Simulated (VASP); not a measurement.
# B2Se (P6_3/mmc) in VASP: a series of runs

The runs below take B2Se through single point, relaxation of cell and atoms, with PBE.

Program: VASP 6.6.1. These are calculated values, not measurements. Logs are shortened: lines on timing, memory, paths and dates and some standing lists are left out, and cuts for length are marked.

## 1. The cell of the first run

Symmetry: P6_3/mmc, No. 194, hexagonal system. Conventional cell: a = 2.989 Å, b = 2.989 Å, c = 9.236 Å, α = 90.00°, β = 90.00°, γ = 120.00°. Within 2.3 Å of B (site symmetry 3m) lie 3 B at 1.76 Å and 1 Se at 2.12 Å. Se (site symmetry -6m2) has 2 B at 2.12 Å within 2.8 Å.

## 2. Single point, PBE

Contents of INCAR:

```
PREC = Accurate ; ENCUT = 520
EDIFF = 1E-6 ; ISMEAR = 0
SIGMA = 0.1 ; LREAL = False
LASPH = True ; NELM = 100
ALGO = Normal ; ISIF = 2
LWAVE = False ; LCHARG = True
GGA = PE ; LELF = True
LVHAR = True ; NBANDS = 21
```

Contents of KPOINTS:

```
Automatic mesh
0
Gamma
  12 12 4
```

Contents of POSCAR:

```
B2Se
1.0
    2.9890879127      0.0000000000      0.0000000000
   -1.4945439564      2.5886260666      0.0000000000
    0.0000000000      0.0000000000      9.2361678362
B Se
4 2
Direct
    0.3333333333      0.6666666667      0.4799665586
    0.6666666667      0.3333333333      0.9799665586
    0.3333333333      0.6666666667      0.0200334414
    0.6666666667      0.3333333333      0.5200334414
    0.3333333333      0.6666666667      0.2500000000
    0.6666666667      0.3333333333      0.7500000000
```

Potentials or basis: VASP PAW PBE potentials, release 64 (B, Se).

The run is started by

```bash
cat potpaw_PBE.64/B/POTCAR potpaw_PBE.64/Se/POTCAR > POTCAR
mpirun -np 1 vasp_std > vasp.out
```

OUTCAR:

```text
PREC = Accurate
   ENCUT = 520
   EDIFF = 1E-6
   ISMEAR = 0
   LREAL = False
   LASPH = True
   NELM = 100
   ISIF = 2
   GGA = PE

 ion  position               nearest neighbor table
   1  0.333  0.667  0.480-   4 1.76   4 1.76   4 1.76   5 2.12
   2  0.667  0.333  0.980-   3 1.76   3 1.76   3 1.76   6 2.12
   3  0.333  0.667  0.020-   2 1.76   2 1.76   2 1.76   5 2.12
   4  0.667  0.333  0.520-   1 1.76   1 1.76   1 1.76   6 2.12
   5  0.333  0.667  0.250-   1 2.12   3 2.12
   6  0.667  0.333  0.750-   2 2.12   4 2.12

  LATTYP: Found a hexagonal cell.
 ALAT       =     2.9890879127
 C/A-ratio  =     3.0899619235

  Lattice vectors:

 A1 = (   2.9890879127,   0.0000000000,   0.0000000000)
 A2 = (  -1.4945439564,   2.5886260666,   0.0000000000)
 A3 = (   0.0000000000,   0.0000000000,   9.2361678362)

Analysis of symmetry for initial positions (statically):
=====================================================================
 Subroutine PRICEL returns:
 Original cell was already a primitive cell.

 Routine SETGRP: Setting up the symmetry group for a
 hexagonal supercell.

 Subroutine GETGRP returns: Found 24 space group operations
 (whereof 12 operations were pure point group operations)
 out of a pool of 24 trial point group operations.

The static configuration has the point symmetry D_3d.
 The point group associated with its full space group is D_6h.

Analysis of symmetry for dynamics (positions and initial velocities):
=====================================================================
 Subroutine PRICEL returns:
 Original cell was already a primitive cell.

 Routine SETGRP: Setting up the symmetry group for a
 hexagonal supercell.

 Subroutine GETGRP returns: Found 24 space group operations
 (whereof 12 operations were pure point group operations)
 out of a pool of 24 trial point group operations.

The dynamic configuration has the point symmetry D_3d.
 The point group associated with its full space group is D_6h.

 Subroutine INISYM returns: Found 24 space group operations
 (whereof 12 operations are pure point group operations),
 and found     1 'primitive' translations

----------------------------------------------------------------------------------------

                                     Primitive cell

  volume of cell :      71.4661

  direct lattice vectors                    reciprocal lattice vectors
     2.989087913  0.000000000  0.000000000     0.334550214  0.193152656  0.000000000
    -1.494543956  2.588626067  0.000000000     0.000000000  0.386305312  0.000000000
     0.000000000  0.000000000  9.236167836     0.000000000  0.000000000  0.108270012

  length of vectors
     2.989087913  2.989087913  9.236167836     0.386305312  0.386305312  0.108270012

  position of ions in fractional coordinates (direct lattice)
     0.333333333  0.666666667  0.479966559
     0.666666667  0.333333333  0.979966559
     0.333333333  0.666666667  0.020033441
     0.666666667  0.333333333  0.520033441
     0.333333333  0.666666667  0.250000000
     0.666666667  0.333333333  0.750000000

  ion indices of the primitive-cell ions
   primitive index   ion index
                 1           1
                 2           2
                 3           3
                 4           4
                 5           5
                 6           6

----------------------------------------------------------------------------------------

 KPOINTS: Automatic mesh

Automatic generation of k-mesh.
 Grid dimensions read from file:
 generate k-points for:   12   12    4

 Generating k-lattice:

  Cartesian coordinates                     Fractional coordinates (reciprocal lattice)
     0.027879184  0.016096055  0.000000000     0.083333333  0.000000000  0.000000000
     0.000000000  0.032192109  0.000000000     0.000000000  0.083333333  0.000000000
     0.000000000  0.000000000  0.027067503     0.000000000  0.000000000  0.250000000

  Length of vectors
     0.032192109  0.032192109  0.027067503

  Shift w.r.t. Gamma in fractional coordinates (k-lattice)
     0.000000000  0.000000000  0.000000000

 Subroutine IBZKPT returns following result:
 ===========================================

 Found     57 irreducible k-points:

 Following reciprocal coordinates:
            Coordinates               Weight
  0.000000  0.000000  0.000000      1.000000
  0.083333  0.000000  0.000000      6.000000
  0.166667  0.000000  0.000000      6.000000
  0.250000  0.000000  0.000000      6.000000
  0.333333  0.000000  0.000000      6.000000
  0.416667  0.000000  0.000000      6.000000
[... 16 lines left out ...]
  0.250000  0.000000  0.250000     12.000000
  0.333333  0.000000  0.250000     12.000000
 [... further k-points ...]
   k-points           NKPTS =     57   k-points in BZ     NKDIM =     57   number of bands    NBANDS=     21
   number of dos      NEDOS =    301   number of ions     NIONS =      6
   total plane-waves  NPLWV =  40320
   dimension x,y,z NGX =    24 NGY =   24 NGZ =   70
   dimension x,y,z NGXF=    48 NGYF=   48 NGZF=  140
   ions per type =               4   2
   NGX,Y,Z   is equivalent  to a cutoff of  13.35, 13.35, 12.60 a.u.
   NGXF,Y,Z  is equivalent  to a cutoff of  26.70, 26.70, 25.20 a.u.
 SYSTEM =  unknown system
   PREC   = accura    normal or accurate (medium, high low for compatibility)
   ISTART =      0    job   : 0-new  1-cont  2-samecut
   ICHARG =      2    charge: 1-file 2-atom 10-const
   ISPIN  =      1    spin polarized calculation?
   LNONCOLLINEAR =      F non collinear calculations
   LSORBIT =      F    spin-orbit coupling
   LASPH  =      T    aspherical Exc in radial PAW
   ENCUT  =  520.0 eV  38.22 Ry    6.18 a.u.   5.56  5.56 17.17*2*pi/ulx,y,z
   NELM   =    100;   NELMIN=  2; NELMDL= -5     # of ELM steps
   EDIFF  = 0.1E-05   stopping-criterion for ELM
   LREAL  =      F    real-space projection
   EDIFFG = 0.1E-04   stopping-criterion for IOM
   NSW    =      0    number of steps for IOM
   IBRION =     -1    ionic relax: 0-MD 1-quasi-New 2-CG
   NFREE  =      0    steps in history (QN), initial steepest desc. (CG)
   ISIF   =      2    stress and relaxation
   ISYM   =      2    0-nonsym 1-usesym 2-fastsym
   POTIM  = 0.5000    time-step for ionic-motion
   TEBEG  =    0.0;   TEEND  =   0.0 temperature during run
   PSTRESS=    0.0 pullay stress
   NELECT =      24.0000    total number of electrons
   NUPDOWN=      -1.0000    fix difference up-down
   EMIN   =  10.00;   EMAX   =-10.00  energy-range for DOS
   EFERMI =   0.00;   METHOD = LEGACY
   ISMEAR =     0;   SIGMA  =   0.10  broadening in eV -4-tet -1-fermi 0-gaus
   EFERMI_NEDOS =   21; number of points for ismear=-14 and -15
   IALGO  =     38    algorithm
   IMIX   =      4    mixing-type and parameters
     AMIX     =   0.40;   BMIX     =  1.00
     AMIX_MAG =   1.60;   BMIX_MAG =  1.00
  volume/ion in A,a.u.               =      11.91        80.38
  Fermi-wavevector in a.u.,A,eV,Ry     =   1.137921  2.150358 17.617685  1.294863
  Thomas-Fermi vector in A             =   2.274625
   LORBIT       =      0    0 simple, 1 ext, 2 COOP (PROOUT), +10 PAW based schemes
   GGA     = PE    functional components
   LHFCALC =     F    Hartree Fock is set to
   AEXX    =    0.0000 exact exchange contribution
   IVDW    =     0    specifies the selected vdW correction
   LEPSILON=     F    determine dielectric tensor
   LRPA    =     F    only Hartree local field effects (RPA)
 non-spin polarized calculation
 Gauss-broadening in eV      SIGMA  =   0.10
  energy-cutoff  :      520.00
  volume of cell :       71.47
 maximum number of plane-waves:      1972
 NGX is ok and might be reduce to    24
   NGX = 11   NGY = 11   NGZ = 35

 number of electron      23.9999999 magnetization

 Free energy of the ion-electron system (eV)
  ---------------------------------------------------
  ext. energy  EPLUGINS =         0.00000000
  ---------------------------------------------------
  free energy    TOTEN  =       -30.39571247 eV

  energy without entropy =      -30.38266771  energy(sigma->0) =      -30.38919009

 E-fermi :   5.2623     XC(G=0): -10.9624

 val. band max:        5.2211200659   @ k =   0.0833   0.0000   0.0000
 cond. band min:       5.2824353960   @ k =   0.1667   0.0833   0.0000
 fundamental gap:      0.0613153301
 Fermi energy:         5.2622730152

 k-point     1 :       0.0000    0.0000    0.0000
  band No.  band energies     occupation
      1     -10.8269      2.00000
      2     -10.4474      2.00000
      3      -6.4538      2.00000
      4      -3.7707      2.00000
      5      -2.4708      2.00000
      6       3.6777      2.00000
[... 13 lines left out ...]
     20      13.4449      0.00000
     21      13.9547      0.00000

 k-point     2 :       0.0833    0.0000    0.0000
  band No.  band energies     occupation
      1     -10.7052      2.00000
      2     -10.3273      2.00000
      3      -6.3336      2.00000
      4      -3.6632      2.00000
      5      -2.3584      2.00000
      6       3.7063      2.00000
[... 13 lines left out ...]
     20      13.8729      0.00000
     21      14.3809      0.00000

 k-point     3 :       0.1667    0.0000    0.0000
  band No.  band energies     occupation
      1     -10.3470      2.00000
      2      -9.9756      2.00000
      3      -5.9749      2.00000
      4      -3.3468      2.00000
      5      -2.0326      2.00000
      6       3.5291      2.00000
[... 13 lines left out ...]
     20      14.8820      0.00000
     21      15.0669      0.00000

 k-point     4 :       0.2500    0.0000    0.0000
  band No.  band energies     occupation
      1      -9.7782      2.00000
      2      -9.4233      2.00000
      3      -5.3849      2.00000
      4      -2.8472      2.00000
      5      -1.5392      2.00000
      6       1.6088      2.00000
[... 13 lines left out ...]
     20      14.5616      0.00000
     21      14.6772      0.00000

 k-point     5 :       0.3333    0.0000    0.0000
  band No.  band energies     occupation
      1      -9.0628      2.00000
      2      -8.7476      2.00000
      3      -4.5808      2.00000
      4      -2.2624      2.00000
      5      -1.0370      2.00000
      6      -0.1599      2.00000
[... 13 lines left out ...]
     20      13.8137      0.00000
     21      14.2926      0.00000

 k-point     6 :       0.4167    0.0000    0.0000
  band No.  band energies     occupation
      1      -8.3572      2.00000
      2      -8.1289      2.00000
      3      -3.6145      2.00000
      4      -2.0044      2.00000
      5      -1.4421      2.00000
      6      -1.1269      2.00000
[... 13 lines left out ...]
     20      13.1580      0.00000
     21      13.5878      0.00000

 k-point     7 :       0.5000    0.0000    0.0000
  band No.  band energies     occupation
      1      -8.0106      2.00000
      2      -7.8763      2.00000
      3      -2.8873      2.00000
      4      -2.2266      2.00000
      5      -1.8512      2.00000
      6      -1.7371      2.00000
[... 13 lines left out ...]
     20      12.9139      0.00000
     21      13.2360      0.00000
[... 291 lines left out ...]
      1     -10.7794      2.00000
      2     -10.5130      2.00000
      3      -6.2092      2.00000
      4      -4.5675      2.00000
      5      -1.4490      2.00000
      6       2.0643      2.00000
[... 13 lines left out ...]
     20      13.5534      0.00000
     21      13.9102      0.00000

 k-point    21 :       0.0833    0.0000    0.2500
  band No.  band energies     occupation
      1     -10.6578      2.00000
      2     -10.3925      2.00000
      3      -6.0899      2.00000
      4      -4.4546      2.00000
      5      -1.3437      2.00000
      6       2.1442      2.00000
[... 13 lines left out ...]
     20      13.9798      0.00000
     21      14.3355      0.00000

 k-point    22 :       0.1667    0.0000    0.2500
  band No.  band energies     occupation
      1     -10.3003      2.00000
      2     -10.0395      2.00000
      3      -5.7344      2.00000
      4      -4.1213      2.00000
      5      -1.0405      2.00000
      6       2.3558      2.00000
[... 13 lines left out ...]
     20      14.8876      0.00000
     21      15.0140      0.00000

 k-point    23 :       0.2500    0.0000    0.2500
  band No.  band energies     occupation
      1      -9.7333      2.00000
      2      -9.4840      2.00000
      3      -5.1522      2.00000
      4      -3.5892      2.00000
      5      -0.5949      2.00000
      6       1.6965      2.00000
[... 13 lines left out ...]
     20      14.6947      0.00000
     21      14.9789      0.00000

 k-point    24 :       0.3333    0.0000    0.2500
  band No.  band energies     occupation
      1      -9.0223      2.00000
      2      -8.8005      2.00000
      3      -4.3669      2.00000
      4      -2.9294      2.00000
      5      -0.2885      2.00000
      6       0.0131      2.00000
[... 13 lines left out ...]
     20      14.0290      0.00000
     21      14.8637      0.00000

 [... further k-points ...]
[... 5 lines left out ...]
  --------------------------------------------------------------------------------------
  -------------------------------------------------------------------------------------
  Total        0.0135959      0.0135959      0.0689962     -0.0000000      0.0000000      0.0000000
  in kB        0.3048023      0.3048023      1.5468059     -0.0000000      0.0000000      0.0000000
  external PRESSURE =       0.7188035 kB  Pullay stress =       0.0000000 kB

 VOLUME and BASIS-vectors are now :
 -----------------------------------------------------------------------------
  energy-cutoff  :      520.00
  volume of cell :       71.47
      direct lattice vectors                 reciprocal lattice vectors
     2.989087913  0.000000000  0.000000000     0.334550214  0.193152656  0.000000000
    -1.494543956  2.588626067  0.000000000     0.000000000  0.386305312  0.000000000
     0.000000000  0.000000000  9.236167836     0.000000000  0.000000000  0.108270012

 POSITION                                       TOTAL-FORCE (eV/Angst)
 -----------------------------------------------------------------------------------
     -0.00000      1.72575      4.43305        -0.000000     -0.000000      0.007573
      1.49454      0.86288      9.05114         0.000000     -0.000000      0.007573
     -0.00000      1.72575      0.18503        -0.000000      0.000000     -0.007573
      1.49454      0.86288      4.80312         0.000000      0.000000     -0.007573
     -0.00000      1.72575      2.30904        -0.000000     -0.000000      0.000000
      1.49454      0.86288      6.92713         0.000000     -0.000000      0.000000
 -----------------------------------------------------------------------------------
    total drift:                               -0.000000      0.000000      0.000000

  FREE ENERGIE OF THE ION-ELECTRON SYSTEM (eV)
  ---------------------------------------------------
  free  energy   TOTEN  =       -30.3957124717 eV

  energy  without entropy=      -30.3826677088  energy(sigma->0) =      -30.38919009
```

Run time: 34 s. Hardware: 1 thread of Intel Xeon 6975P-C (Granite Rapids), shared host; peak memory 0.23 GiB.

Results:

```yaml
Free_energy: -30.3957 eV
Pressure: 0.1 GPa
Largest_force: 0.008 eV/Å
Band_gap_on_the_k_mesh: zero (bands 12 and 13 overlap by 5.90 eV)
```

Forces on the atoms (eV/Å):
```
B    0.000  0.000  0.008
B    0.000  0.000  0.008
B    0.000  0.000 -0.008
B    0.000  0.000 -0.008
Se   0.000  0.000  0.000
Se   0.000  0.000  0.000
```

## 3. Relaxation of cell and atoms, PBE

This run uses another cell than the first one, of 11.87 Å³/atom.

Contents of INCAR:

```
ALGO = Normal ; EDIFF = 1E-6
EDIFFG = -0.01 ; ENCUT = 600
GGA = PE ; IBRION = 2
ISIF = 3 ; ISMEAR = 0
LASPH = True ; LCHARG = False
LREAL = False ; LWAVE = False
NELM = 60 ; NSW = 100
PREC = Accurate ; SIGMA = 0.1
```

Contents of KPOINTS:

```
k-points
0
Gamma
  12 12 4
```

Contents of POSCAR:

```
B2Se
1.0
    2.9706258376      0.0000000000      0.0000000000
   -1.4853129188      2.5726374405      0.0000000000
    0.0000000000      0.0000000000      9.3177461286
B Se
4 2
Direct
    0.3333333333      0.6666666667      0.4788592765
    0.6666666667      0.3333333333      0.9788592765
    0.3333333333      0.6666666667      0.0211407235
    0.6666666667      0.3333333333      0.5211407235
    0.3333333333      0.6666666667      0.2500000000
    0.6666666667      0.3333333333      0.7500000000
```

Potentials or basis: VASP PAW PBE potentials, release 64 (B, Se).

The run is started by

```bash
cat potpaw_PBE.64/B/POTCAR potpaw_PBE.64/Se/POTCAR > POTCAR
mpirun -np 1 vasp_std > vasp.out
```

Run time: 1.9 min. Hardware: 1 thread of Intel Xeon 6975P-C (Granite Rapids), shared host; peak memory 0.25 GiB.

Results (log left out):

```yaml
Free_energy: -30.3984 eV
Relaxed_volume: 11.92 Å³/atom
Relaxed_cell: a = 2.988 Å, b = 2.988 Å, c = 9.245 Å, α = 90.00°, β = 90.00°, γ = 120.00°
Space_group_after_relaxing_to_0.1_Å: P6_3/mmc (No. 194)
Energy_gained_by_relaxing: 1.1 meV/atom
Ionic_steps: 7
Pressure_after_relaxing: 0.0 GPa
Largest_force_after_relaxing: 0.009 eV/Å
Band_gap_on_the_k_mesh: zero (bands 12 and 13 overlap by 5.89 eV)
```

Forces on the atoms (eV/Å):
```
B    0.000  0.000 -0.009
B    0.000  0.000 -0.009
B    0.000  0.000  0.009
B    0.000  0.000  0.009
Se   0.000  0.000  0.000
Se   0.000  0.000  0.000
```

Step by step:
| step | energy change (eV) | largest force (eV/Å) | pressure (GPa) | volume (Å³) |
| --- | --- | --- | --- | --- |
| 1 | 0.0000 | 0.1156 | 0.27 | 71.21 |
| 2 | -0.0046 | 0.0582 | 0.03 | 71.42 |
| 3 | -0.0062 | 0.0176 | -0.29 | 71.69 |
| 4 | -0.0063 | 0.0020 | -0.21 | 71.63 |
| 5 | -0.0063 | 0.0045 | -0.22 | 71.64 |
| 6 | -0.0064 | 0.0110 | 0.12 | 71.44 |
| 7 | -0.0064 | 0.0088 | 0.02 | 71.50 |

Final structure:
```cif
data_structure
_symmetry_space_group_name_H-M 'P 1'
_symmetry_Int_Tables_number 1
_cell_length_a 2.9885
_cell_length_b 2.9885
_cell_length_c 9.2447
_cell_angle_alpha 90.000
_cell_angle_beta 90.000
_cell_angle_gamma 120.000
_cell_volume 71.50
loop_
_atom_site_label
_atom_site_type_symbol
_atom_site_fract_x
_atom_site_fract_y
_atom_site_fract_z
_atom_site_occupancy
B1 B 0.33333 0.66667 0.48012 1
B2 B 0.66667 0.33333 0.98011 1
B3 B 0.33333 0.66667 0.01988 1
B4 B 0.66667 0.33333 0.51989 1
Se1 Se 0.33333 0.66667 0.25000 1
Se2 Se 0.66667 0.33333 0.75000 1
```

Levels at points of the mesh, in eV from the Fermi level:
```csv
k point,band 8,band 9,band 10,band 11,band 12,band 13,band 14,band 15,band 16
"(0.00, 0.00, 0.00)",0.72,0.72,1.52,1.52,2.35,2.35,3.77,3.77,6.47
"(0.50, 0.00, 0.00)",-4.24,-3.79,-2.14,-1.79,-0.95,0.20,1.74,2.56,4.22
"(0.00, 0.00, 0.50)",1.00,1.00,1.00,3.15,3.15,3.15,3.15,3.19,3.19
"(0.50, 0.00, 0.50)",-5.35,-2.22,-2.22,-1.49,-1.49,1.06,1.06,2.60,2.60
```
